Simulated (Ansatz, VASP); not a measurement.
PIr in VASP and in Ansatz

INCAR

```
PREC = Accurate ; ENCUT = 520
EDIFF = 1E-7 ; ISMEAR = -1
SIGMA = 0.05 ; LREAL = F
LASPH = T ; NELM = 60
ALGO = Normal ; ISIF = 2
LWAVE = F ; LCHARG = F
GGA = CA ; NBANDS = 14
```

KPOINTS

```
Automatic mesh
0
Gamma
  12 12 12
```

The input POSCAR:

```
PIr
1.0
    0.0000000000      2.2397927807      2.2397927807
    2.2397927807      0.0000000000      2.2397927807
    2.2397927807      2.2397927807      0.0000000000
Ir P
1 1
Direct
    0.0000000000      0.0000000000      0.0000000000
    0.2500000000      0.2500000000      0.2500000000
```

Input for Ansatz:

```yaml
crystal:
  lattice:
    - [0.0, 2.2397927807, 2.2397927807]
    - [2.2397927807, 0.0, 2.2397927807]
    - [2.2397927807, 2.2397927807, 0.0]
  atoms:
    - { symbol: Ir, position: [0.0, 0.0, 0.0] }
    - { symbol: P, position: [0.25, 0.25, 0.25] }
kpoints:
  mp_grid: { grid: [12, 12, 12] }
scf:
  occupations: { method: fermi_dirac, width: 0.05 }
hamiltonian:
  xc: lda
  pseudopotentials: { kind: all_electron, lapw: { basis_error: 0.001 } }
output:
  forces: true
  stress: true
  eigenvalues: true
  populations: true
```

Change from the starting cell: volume scaled by 0.65, LAPW.

Alike in both runs: task single point; functional LDA; k mesh 12 × 12 × 12; occupations fermi-dirac, width 0.05 eV; no spin polarisation.

```csv
,VASP,Ansatz
version,VASP 6.6.1,Ansatz 0.2.0
potentials or method,"VASP PAW LDA potentials, release 64 (Ir, P), cutoff 520 eV","all-electron LAPW, scalar-relativistic"
```

|  | VASP | Ansatz | Ansatz less VASP |
| --- | --- | --- | --- |
| pressure (GPa) | 224.8 | 218.1 | -6.70 |

LDA's correlation is that of Perdew and Zunger in VASP and of Perdew and Wang (1992) in Ansatz. Both programs put the cell under a high pressure, so it lies far from rest at this level. Ansatz ran all-electron here, and VASP with PAW potentials.

Spin-orbit coupling is off throughout. Noted on VASP's run: the cell as given lies far from equilibrium.
